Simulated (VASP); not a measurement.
# BaTiO3 (R3m) in VASP: single point with PBE

Aim: the single point of BaTiO3 with PBE.

All numbers are computed with VASP 6.6.1; they aren't measurements. Logs are shortened: lines on timing, memory, paths and dates and some standing lists are left out, and cuts for length are marked.

## Step 1: The cell of the first run

The structure is trigonal, space group R3m (No. 160). The conventional cell has a = 5.727 Å, b = 5.727 Å, c = 7.069 Å, α = 90.00°, β = 90.00°, γ = 120.00°. Within 3.7 Å of Ba (site symmetry 3m) lie 12 O at 2.78 to 2.98 Å and 8 Ti at 3.43 to 3.64 Å. Within 2.5 Å of Ti (site symmetry 3m) lie 6 O at 1.87 to 2.21 Å. Within 2.5 Å of O (site symmetry m) lie 2 Ti at 1.87 to 2.21 Å.

## Step 2: Single point, PBE

Input file INCAR:

```
PREC = Accurate
ENCUT = 910
EDIFF = 1E-6
ISMEAR = -1
SIGMA = 0.05
LREAL = False
LASPH = True
NELM = 120
ALGO = Normal
ISIF = 2
LWAVE = False
LCHARG = True
GGA = PE
LELF = True
LVHAR = True
NBANDS = 28
GGA_COMPAT = False
```

Input file KPOINTS:

```
Automatic mesh
0
Gamma
  7 7 7
```

Input file POSCAR:

```
BaTiO3
1.0
    2.8632821885      1.6531167423      2.3563302769
   -2.8632821885      1.6531167423      2.3563302769
    0.0000000000     -3.3062334846      2.3563302769
Ba Ti O
1 1 3
Direct
   -0.0054260867     -0.0054260867     -0.0054260867
    0.4803369935      0.4803369935      0.4803369935
    0.5112043537      0.0218803858      0.5112043537
    0.0218803858      0.5112043537      0.5112043537
    0.5112043537      0.5112043537      0.0218803858
```

Potentials or basis: VASP PAW PBE potentials, release 64 (Ba_sv, Ti_sv, O_h).

Run with:

```bash
$ cat potpaw_PBE.64/Ba_sv/POTCAR potpaw_PBE.64/Ti_sv/POTCAR potpaw_PBE.64/O_h/POTCAR > POTCAR
$ mpirun -np 1 vasp_std > vasp.out
```

OUTCAR:

```text
PREC = Accurate
   ENCUT = 910
   EDIFF = 1E-6
   ISMEAR = -1
   LREAL = False
   LASPH = True
   NELM = 120
   ISIF = 2
   GGA = PE

 ion  position               nearest neighbor table
   1  0.995  0.995  0.995-   3 2.78   4 2.78   5 2.78   5 2.87   5 2.87   4 2.87   3 2.87   3 2.87
                             4 2.87   4 2.98   3 2.98   5 2.98   2 3.43   2 3.48   2 3.48   2 3.48
   2  0.480  0.480  0.480-   3 1.87   4 1.87   5 1.87   3 2.21   4 2.21   5 2.21   1 3.43   1 3.48
                             1 3.48   1 3.48   1 3.54   1 3.54   1 3.54   1 3.64
   3  0.511  0.022  0.511-   2 1.87   2 2.21   1 2.78   1 2.87   1 2.87   1 2.98
   4  0.022  0.511  0.511-   2 1.87   2 2.21   1 2.78   1 2.87   1 2.87   1 2.98
   5  0.511  0.511  0.022-   2 1.87   2 2.21   1 2.78   1 2.87   1 2.87   1 2.98

  LATTYP: Found a trigonal (rhomboedric) cell.
 ALAT       =     4.0599842646
 COS(alpha) =     0.0052599625

  Lattice vectors:

 A1 = (   2.8632821885,   1.6531167423,   2.3563302769)
 A2 = (  -2.8632821885,   1.6531167423,   2.3563302769)
 A3 = (   0.0000000000,  -3.3062334846,   2.3563302769)

Analysis of symmetry for initial positions (statically):
=====================================================================
 Subroutine PRICEL returns:
 Original cell was already a primitive cell.

 Routine SETGRP: Setting up the symmetry group for a
 trigonal (rhombohedral) supercell.

 Subroutine GETGRP returns: Found  6 space group operations
 (whereof  6 operations were pure point group operations)
 out of a pool of 12 trial point group operations.

The static configuration has the point symmetry C_3v.

Analysis of symmetry for dynamics (positions and initial velocities):
=====================================================================
 Subroutine PRICEL returns:
 Original cell was already a primitive cell.

 Routine SETGRP: Setting up the symmetry group for a
 trigonal (rhombohedral) supercell.

 Subroutine GETGRP returns: Found  6 space group operations
 (whereof  6 operations were pure point group operations)
 out of a pool of 12 trial point group operations.

The dynamic configuration has the point symmetry C_3v.

 Subroutine INISYM returns: Found  6 space group operations
 (whereof  6 operations are pure point group operations),
 and found     1 'primitive' translations

----------------------------------------------------------------------------------------

                                     Primitive cell

[... 92 lines left out ...]
   LSORBIT =      F    spin-orbit coupling
   LASPH  =      T    aspherical Exc in radial PAW
   ENCUT  =  910.0 eV  66.88 Ry    8.18 a.u.   9.99  9.99  9.99*2*pi/ulx,y,z
   NELM   =    120;   NELMIN=  2; NELMDL= -5     # of ELM steps
   EDIFF  = 0.1E-05   stopping-criterion for ELM
   LREAL  =      F    real-space projection
   EDIFFG = 0.1E-04   stopping-criterion for IOM
   NSW    =      0    number of steps for IOM
   IBRION =     -1    ionic relax: 0-MD 1-quasi-New 2-CG
   NFREE  =      0    steps in history (QN), initial steepest desc. (CG)
   ISIF   =      2    stress and relaxation
   ISYM   =      2    0-nonsym 1-usesym 2-fastsym
   POTIM  = 0.5000    time-step for ionic-motion
   TEBEG  =    0.0;   TEEND  =   0.0 temperature during run
   PSTRESS=    0.0 pullay stress
   NELECT =      40.0000    total number of electrons
   NUPDOWN=      -1.0000    fix difference up-down
   EMIN   =  10.00;   EMAX   =-10.00  energy-range for DOS
   EFERMI =   0.00;   METHOD = LEGACY
   ISMEAR =    -1;   SIGMA  =   0.05  broadening in eV -4-tet -1-fermi 0-gaus
   EFERMI_NEDOS =   21; number of points for ismear=-14 and -15
   IALGO  =     38    algorithm
   IMIX   =      4    mixing-type and parameters
     AMIX     =   0.40;   BMIX     =  1.00
     AMIX_MAG =   1.60;   BMIX_MAG =  1.00
  volume/ion in A,a.u.               =      13.38        90.32
  Fermi-wavevector in a.u.,A,eV,Ry     =   1.379039  2.606005 25.874850  1.901748
  Thomas-Fermi vector in A             =   2.504045
   LORBIT       =      0    0 simple, 1 ext, 2 COOP (PROOUT), +10 PAW based schemes
   GGA     = PE    functional components
   LHFCALC =     F    Hartree Fock is set to
   AEXX    =    0.0000 exact exchange contribution
   IVDW    =     0    specifies the selected vdW correction
   LEPSILON=     F    determine dielectric tensor
   LRPA    =     F    only Hartree local field effects (RPA)
 non-spin polarized calculation
  energy-cutoff  :      910.00
  volume of cell :       66.92
 maximum number of plane-waves:      4187
   NGX = 19   NGY = 19   NGZ = 19

 number of electron      40.0000002 magnetization

 Free energy of the ion-electron system (eV)
  ---------------------------------------------------
  ext. energy  EPLUGINS =         0.00000000
  ---------------------------------------------------
  free energy    TOTEN  =       -40.08239364 eV

  energy without entropy =      -40.08239364  energy(sigma->0) =      -40.08239364

 E-fermi :   4.9075     XC(G=0): -11.0104

 val. band max:        3.7148532462   @ k =   0.4286   0.4286   0.4286
 cond. band min:       6.3602891062   @ k =   0.0000   0.0000   0.0000
 fundamental gap:      2.6454358600
 Fermi energy:         4.9074648495

 k-point     1 :       0.0000    0.0000    0.0000
  band No.  band energies     occupation
      1     -52.5175      2.00000
      2     -28.7734      2.00000
      3     -28.7706      2.00000
      4     -28.7706      2.00000
      5     -21.1246      2.00000
      6     -12.9337      2.00000
[... 733 lines left out ...]
     27      11.9029      0.00000
     28      12.0784      0.00000

 [... further k-points ...]
[... 5 lines left out ...]
  --------------------------------------------------------------------------------------
  -------------------------------------------------------------------------------------
  Total        0.5083644      0.5083644      0.5064273      0.0000000      0.0000000      0.0000000
  in kB       12.1711212     12.1711212     12.1247453      0.0000000      0.0000000      0.0000000
  external PRESSURE =      12.1556626 kB  Pullay stress =       0.0000000 kB

 VOLUME and BASIS-vectors are now :
 -----------------------------------------------------------------------------
  energy-cutoff  :      910.00
  volume of cell :       66.92
      direct lattice vectors                 reciprocal lattice vectors
     2.863282188  1.653116742  2.356330277     0.174624772  0.100819659  0.141462908
    -2.863282188  1.653116742  2.356330277    -0.174624772  0.100819659  0.141462908
     0.000000000 -3.306233485  2.356330277     0.000000000 -0.201639319  0.141462908

 POSITION                                       TOTAL-FORCE (eV/Angst)
 -----------------------------------------------------------------------------------
      0.00000      0.00000      7.03063        -0.000000      0.000000      0.046976
      0.00000      0.00000      3.39550        -0.000000     -0.000000      0.053040
      1.40107     -0.80891      2.46069         0.016003     -0.009239     -0.033339
     -1.40107     -0.80891      2.46069        -0.016003     -0.009239     -0.033339
      0.00000      1.61782      2.46069        -0.000000      0.018479     -0.033339
 -----------------------------------------------------------------------------------
    total drift:                                0.000000      0.000005     -0.000598

  FREE ENERGIE OF THE ION-ELECTRON SYSTEM (eV)
  ---------------------------------------------------
  free  energy   TOTEN  =       -40.0823936355 eV

  energy  without entropy=      -40.0823936355  energy(sigma->0) =      -40.08239364
```

OSZICAR:

```text
N       E                     dE             d eps       ncg     rms          rms(c)
DAV:   1     0.590164491516E+03    0.59016E+03   -0.28392E+04  2464   0.232E+03
DAV:   2     0.583716353596E+02   -0.53179E+03   -0.50625E+03  2644   0.541E+02
DAV:   3    -0.445051884833E+02   -0.10288E+03   -0.98944E+02  3816   0.190E+02
DAV:   4    -0.503075664958E+02   -0.58024E+01   -0.57736E+01  3164   0.449E+01
DAV:   5    -0.505910685489E+02   -0.28350E+00   -0.28329E+00  3864   0.894E+00    0.238E+01
DAV:   6    -0.402480406340E+02    0.10343E+02   -0.56016E+01  3844   0.675E+01    0.105E+01
DAV:   7    -0.402806970453E+02   -0.32656E-01   -0.13049E+01  3436   0.260E+01    0.732E+00
DAV:   8    -0.400990317082E+02    0.18167E+00   -0.73310E-01  3016   0.726E+00    0.415E+00
DAV:   9    -0.401135567811E+02   -0.14525E-01   -0.50766E-01  3752   0.681E+00    0.180E+00
DAV:  10    -0.400906043488E+02    0.22952E-01   -0.25688E-01  3336   0.482E+00    0.806E-01
DAV:  11    -0.400832533298E+02    0.73510E-02   -0.43426E-02  3356   0.126E+00    0.337E-01
DAV:  12    -0.400827395144E+02    0.51382E-03   -0.10038E-02  3176   0.970E-01    0.165E-01
DAV:  13    -0.400823757877E+02    0.36373E-03   -0.13740E-03  3080   0.395E-01    0.212E-02
DAV:  14    -0.400823940243E+02   -0.18237E-04   -0.10985E-04  3744   0.826E-02    0.130E-02
DAV:  15    -0.400823942893E+02   -0.26500E-06   -0.25370E-05  3048   0.485E-02    0.606E-03
DAV:  16    -0.400823936355E+02    0.65385E-06   -0.25783E-06  2300   0.174E-02
   1 F= -.40082394E+02 E0= -.40082394E+02  d E =-.685858E-11
```

Wall time 76 s (1 thread of Intel Xeon 6975P-C (Granite Rapids), shared host); peak memory 0.37 GiB.

Results:

- Free energy: -40.0824 eV
- Pressure: 1.2 GPa
- Largest force: 0.053 eV/Å
- Band gap on the k mesh: 2.65 eV (least direct gap 3.13 eV)

Forces on the atoms (eV/Å):
```
Ba   0.000  0.000  0.047
Ti   0.000  0.000  0.053
O    0.016 -0.009 -0.033
O   -0.016 -0.009 -0.033
O    0.000  0.018 -0.033
```

Caveat: the cutoff is under 1.25 times the usual one of these potentials, so pressure, stress and relaxed cells hold a basis-set (Pulay) error; spin-orbit coupling is left out, which moves the levels of the heavy elements; an odd mesh through Γ misses points on the zone boundary, where band edges can lie. PBE gaps usually lie below the measured ones, often by a third to a half.
